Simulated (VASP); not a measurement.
# CuO (Cc) in VASP: further runs

Runs on CuO. Level: r2SCAN. Tasks: single point.

Program: VASP 6.6.1. These are calculated values, not measurements. Logs are shortened: lines on timing, memory, paths and dates and some standing lists are left out, and cuts for length are marked.

## 1. The cell of the first run

It takes space group Cc (No. 9, monoclinic). Conventional cell: a = 4.626 Å, b = 3.380 Å, c = 5.063 Å, α = 90.00°, β = 99.65°, γ = 90.00°. Cu (site symmetry 1) has 4 O at 1.88 to 1.99 Å within 2.5 Å. Within 2.6 Å of O (site symmetry 1) lie 4 Cu at 1.88 to 1.99 Å and 2 O at 2.59 Å.

## 2. Single point, r2SCAN

Input file POSCAR:

```
CuO
1.0
    2.3129614193     -1.6902429297      0.0000000000
    2.3129614193      1.6902429297      0.0000000000
   -0.8489194314      0.0000000000      4.9910602940
Cu O
2 2
Direct
    0.0032000000      0.4968000000      0.0000000000
    0.4968000000      0.0032000000      0.5000000000
    0.5714000000      0.4056000000      0.2537000000
    0.4056000000      0.5714000000      0.7537000000
```

Input file INCAR.step1:

```
SYSTEM = CuO
ALGO = Normal
EDIFF = 1E-4
ENCUT = 520
GGA = PE
ISMEAR = -1
LASPH = .True.
LCHARG = .False.
LREAL = .False.
LWAVE = .True.
NBANDS = 25
NELM = 80
PREC = Accurate
SIGMA = 0.05
```

Input file INCAR.step2:

```
SYSTEM = CuO
ALGO = Normal
EDIFF = 1E-6
ENCUT = 520
ISIF = 2
ISMEAR = -1
ISTART = 1
LASPH = .True.
LCHARG = .False.
LMIXTAU = .True.
LREAL = .False.
LWAVE = .False.
METAGGA = R2SCAN
NBANDS = 25
NELM = 80
PREC = Accurate
SIGMA = 0.05
```

Input file KPOINTS:

```
k-points
0
Gamma
  10 10 5
  0 0 0
```

Potentials or basis: VASP PAW PBE potentials, release 64 (Cu, O).

The run is started by

```console
$ cat potpaw_PBE.64/Cu/POTCAR potpaw_PBE.64/O/POTCAR > POTCAR
$ cp INCAR.step1 INCAR
$ mpirun -np 1 vasp_std > vasp.out
$ cp INCAR.step2 INCAR
$ mpirun -np 1 vasp_std > vasp.out
```

OUTCAR:

```text
SYSTEM = CuO
   EDIFF = 1E-6
   ENCUT = 520
   ISIF = 2
   ISMEAR = -1
   ISTART = 1
   LASPH = .True.
   LREAL = .False.
   METAGGA = R2SCAN
   NELM = 80
   PREC = Accurate

 ion  position               nearest neighbor table
   1  0.003  0.497  0.000-   4 1.88   3 1.91   4 1.95   3 1.99
   2  0.497  0.003  0.500-   3 1.88   4 1.91   3 1.95   4 1.99
   3  0.571  0.406  0.254-   2 1.88   1 1.91   2 1.95   1 1.99
   4  0.406  0.571  0.754-   1 1.88   2 1.91   1 1.95   2 1.99

  LATTYP: Found a base centered monoclinic cell.
 ALAT       =     4.6259228386
 B/A-ratio  =     0.7307700490
 C/A-ratio  =     1.0944283419
 COS(beta)  =    -0.1676798045

  Lattice vectors:

 A1 = (   2.3129614193,  -1.6902429297,   0.0000000000)
 A2 = (   2.3129614193,   1.6902429297,   0.0000000000)
 A3 = (  -0.8489194314,   0.0000000000,   4.9910602940)

Analysis of symmetry for initial positions (statically):
=====================================================================
 Subroutine PRICEL returns:
 Original cell was already a primitive cell.

 Routine SETGRP: Setting up the symmetry group for a
 base centered monoclinic supercell.

 Subroutine GETGRP returns: Found  2 space group operations
 (whereof  1 operations were pure point group operations)
 out of a pool of  4 trial point group operations.

The static configuration has the point symmetry C_1 .
 The point group associated with its full space group is C_1h.

Analysis of symmetry for dynamics (positions and initial velocities):
=====================================================================
 Subroutine PRICEL returns:
 Original cell was already a primitive cell.

 Routine SETGRP: Setting up the symmetry group for a
 base centered monoclinic supercell.

 Subroutine GETGRP returns: Found  2 space group operations
 (whereof  1 operations were pure point group operations)
 out of a pool of  4 trial point group operations.

The dynamic configuration has the point symmetry C_1 .
 The point group associated with its full space group is C_1h.

 Subroutine INISYM returns: Found  2 space group operations
 (whereof  1 operations are pure point group operations),
 and found     1 'primitive' translations

----------------------------------------------------------------------------------------

                                     Primitive cell

  volume of cell :      39.0248

  direct lattice vectors                    reciprocal lattice vectors
[... 91 lines left out ...]
   EDIFF  = 0.1E-05   stopping-criterion for ELM
   LREAL  =      F    real-space projection
   EDIFFG = 0.1E-04   stopping-criterion for IOM
   NSW    =      0    number of steps for IOM
   IBRION =     -1    ionic relax: 0-MD 1-quasi-New 2-CG
   NFREE  =      0    steps in history (QN), initial steepest desc. (CG)
   ISIF   =      2    stress and relaxation
   ISYM   =      2    0-nonsym 1-usesym 2-fastsym
   POTIM  = 0.5000    time-step for ionic-motion
   TEBEG  =    0.0;   TEEND  =   0.0 temperature during run
   PSTRESS=    0.0 pullay stress
   NELECT =      34.0000    total number of electrons
   NUPDOWN=      -1.0000    fix difference up-down
   EMIN   =  10.00;   EMAX   =-10.00  energy-range for DOS
   EFERMI =   0.00;   METHOD = LEGACY
   ISMEAR =    -1;   SIGMA  =   0.05  broadening in eV -4-tet -1-fermi 0-gaus
   EFERMI_NEDOS =   21; number of points for ismear=-14 and -15
   IALGO  =     38    algorithm
   IMIX   =      4    mixing-type and parameters
     AMIX     =   0.40;   BMIX     =  1.00
     AMIX_MAG =   1.60;   BMIX_MAG =  1.00
  volume/ion in A,a.u.               =       9.76        65.84
  Fermi-wavevector in a.u.,A,eV,Ry     =   1.563583  2.954744 33.263425  2.444793
  Thomas-Fermi vector in A             =   2.666333
   LORBIT       =      0    0 simple, 1 ext, 2 COOP (PROOUT), +10 PAW based schemes
   METAGGA = R2SCAN    functional components
   LHFCALC =     F    Hartree Fock is set to
   AEXX    =    0.0000 exact exchange contribution
   IVDW    =     0    specifies the selected vdW correction
   LEPSILON=     F    determine dielectric tensor
   LRPA    =     F    only Hartree local field effects (RPA)
 non-spin polarized calculation
  energy-cutoff  :      520.00
  volume of cell :       39.02
 maximum number of plane-waves:      1071
 NGX is ok and might be reduce to    24
   NGX = 11   NGY = 11   NGZ = 19

 number of electron      34.0000007 magnetization

 Free energy of the ion-electron system (eV)
  ---------------------------------------------------
  ext. energy  EPLUGINS =         0.00000000
  ---------------------------------------------------
  free energy    TOTEN  =       -36.29430852 eV

  energy without entropy =      -36.27647241  energy(sigma->0) =      -36.28539046

 E-fermi :   6.0696     XC(G=0): -12.8572

 val. band max:        6.0691027063   @ k =   0.5000   0.5000   0.4000
 cond. band min:       6.0770573040   @ k =  -0.4000   0.2000   0.4000
 fundamental gap:      0.0079545978
 Fermi energy:         6.0695513004

 k-point     1 :       0.0000    0.0000    0.0000
  band No.  band energies     occupation
      1     -15.3959      2.00000
      2     -14.0128      2.00000
      3      -2.7138      2.00000
      4      -0.0045      2.00000
      5       0.3603      2.00000
      6       2.2791      2.00000
[... 661 lines left out ...]
     24      20.5036      0.00000
     25      21.4947      0.00000

 [... further k-points ...]

------------------------ aborting loop because EDIFF is reached ----------------------------------------

  FORCE on cell =-STRESS in cart. coord.  units (eV):
  Direction    XX          YY          ZZ          XY          YZ          ZX
  --------------------------------------------------------------------------------------
  -------------------------------------------------------------------------------------
  Total        1.9503813      1.7546468      2.1084477      0.0000000      0.0000000     -0.6103293
  in kB       80.0736762     72.0377224     86.5631574      0.0000000      0.0000000    -25.0573123
  external PRESSURE =      79.5581853 kB  Pullay stress =       0.0000000 kB

 VOLUME and BASIS-vectors are now :
 -----------------------------------------------------------------------------
  energy-cutoff  :      520.00
  volume of cell :       39.02
      direct lattice vectors                 reciprocal lattice vectors
     2.312961419 -1.690242930  0.000000000     0.216173083 -0.295815466  0.036768446
     2.312961419  1.690242930  0.000000000     0.216173083  0.295815466  0.036768446
    -0.848919431  0.000000000  4.991060294     0.000000000  0.000000000  0.200358229

 POSITION                                       TOTAL-FORCE (eV/Angst)
 -----------------------------------------------------------------------------------
      1.15648      0.83430      0.00000        -0.736128      0.416060      0.295247
      0.73202     -0.83430      2.49553        -0.736128     -0.416060      0.295247
      2.04439     -0.28024      1.26623         0.736128      0.153744     -0.295247
      1.61993      0.28024      3.76176         0.736128     -0.153744     -0.295247
 -----------------------------------------------------------------------------------
    total drift:                               -0.005120      0.000000     -0.004358

  FREE ENERGIE OF THE ION-ELECTRON SYSTEM (eV)
  ---------------------------------------------------
  free  energy   TOTEN  =       -36.2943085200 eV

  energy  without entropy=      -36.2764724097  energy(sigma->0) =      -36.28539046
```

OSZICAR.step1:

```text
N       E                     dE             d eps       ncg     rms          rms(c)
DAV:   1     0.291174833473E+03    0.29117E+03   -0.16583E+04  7610   0.219E+03
DAV:   2     0.981228434137E+01   -0.28136E+03   -0.25967E+03  7130   0.398E+02
DAV:   3    -0.243483450508E+02   -0.34161E+02   -0.32336E+02  8667   0.154E+02
DAV:   4    -0.254642524147E+02   -0.11159E+01   -0.11100E+01  8672   0.298E+01
DAV:   5    -0.254846899484E+02   -0.20438E-01   -0.20429E-01  9079   0.359E+00    0.174E+01
DAV:   6    -0.224827151949E+02    0.30020E+01   -0.33538E+01 10048   0.150E+02    0.126E+01
DAV:   7    -0.193244093530E+02    0.31583E+01   -0.92926E+00  8538   0.114E+02    0.261E+00
DAV:   8    -0.194165037589E+02   -0.92094E-01   -0.14298E+00  7648   0.830E+00    0.164E+00
DAV:   9    -0.193846764592E+02    0.31827E-01   -0.55910E-02 12328   0.679E+00    0.517E-01
DAV:  10    -0.193805734688E+02    0.41030E-02   -0.13511E-02 10680   0.200E+00    0.321E-01
DAV:  11    -0.193799658056E+02    0.60766E-03   -0.58238E-03 10709   0.709E-01    0.467E-02
DAV:  12    -0.193800014427E+02   -0.35637E-04   -0.21765E-04  5830   0.167E-01
   1 F= -.19380001E+02 E0= -.19370710E+02  d E =-.185835E-01
```

Wall time 8.3 min (1 thread of Intel Xeon 8259CL, shared host); peak memory 0.25 GiB.

What came out:

- Free energy: -36.2943 eV
- Pressure: 8.0 GPa
- Largest force: 0.896 eV/Å
- Band gap on the k mesh: zero (bands 17 and 18 overlap by 0.60 eV)

Forces on the atoms (eV/Å):
```
Cu  -0.736  0.416  0.295
Cu  -0.736 -0.416  0.295
O    0.736  0.154 -0.295
O    0.736 -0.154 -0.295
```

Caveat: the cell stands under pressure; the PAW data sets were made with another functional, which shifts forces and pressure a little; semilocal functionals often make such compounds metallic where correlation or magnetic order opens a gap, which also shifts bond lengths. With open d or f shells a metallic result of r2SCAN can be an artefact of self-interaction; +U or a hybrid may open a gap.

## 3. Single point, r2SCAN

This run uses another cell than the first one, of 9.96 Å³/atom.

Input file POSCAR:

```
CuO
1.0
    2.3289133814     -1.7019001459      0.0000000000
    2.3289133814      1.7019001459      0.0000000000
   -0.8547742332      0.0000000000      5.0254824872
Cu O
2 2
Direct
    0.0032000000      0.4968000000      0.0000000000
    0.4968000000      0.0032000000      0.5000000000
    0.5714000000      0.4056000000      0.2537000000
    0.4056000000      0.5714000000      0.7537000000
```

INCAR.step1 is that of step 2.

INCAR.step2 is that of step 2.

KPOINTS is that of step 2.

Potentials or basis: VASP PAW PBE potentials, release 64 (Cu, O).

The run is started by

```console
$ cat potpaw_PBE.64/Cu/POTCAR potpaw_PBE.64/O/POTCAR > POTCAR
$ cp INCAR.step1 INCAR
$ mpirun -np 1 vasp_std > vasp.out
$ cp INCAR.step2 INCAR
$ mpirun -np 1 vasp_std > vasp.out
```

It took 8.1 min on 1 thread of Intel Xeon 8259CL, shared host; peak memory 0.25 GiB.

It converged, with:

| Quantity | Value |
| --- | --- |
| Free energy | -36.3244 eV |
| Pressure | 3.6 GPa |
| Largest force | 0.829 eV/Å |
| Band gap on the k mesh | zero (bands 17 and 18 overlap by 0.60 eV) |

Forces on the atoms (eV/Å):
```
Cu  -0.684  0.380  0.272
Cu  -0.684 -0.380  0.272
O    0.684  0.225 -0.272
O    0.684 -0.225 -0.272
```

Stress tensor (GPa, compression positive):
```
 3.48  0.00 -1.85
 0.00  3.86  0.00
-1.85  0.00  3.44
```

Levels at points of the mesh, in eV from the Fermi level:
| k point | band 15 | band 16 | band 17 | band 18 | band 19 | band 20 |
| --- | --- | --- | --- | --- | --- | --- |
| (0.00, 0.00, 0.00) | -2.37 | -1.91 | 0.20 | 0.96 | 2.11 | 6.58 |
| (0.50, 0.00, 0.00) | -1.70 | -1.59 | -0.02 | 0.30 | 5.33 | 6.94 |
| (0.50, 0.50, 0.00) | -1.72 | -1.42 | -0.77 | 1.12 | 3.72 | 7.64 |

Caveat: the cell stands under pressure; the PAW data sets were made with another functional, which shifts forces and pressure a little; semilocal functionals often make such compounds metallic where correlation or magnetic order opens a gap, which also shifts bond lengths.
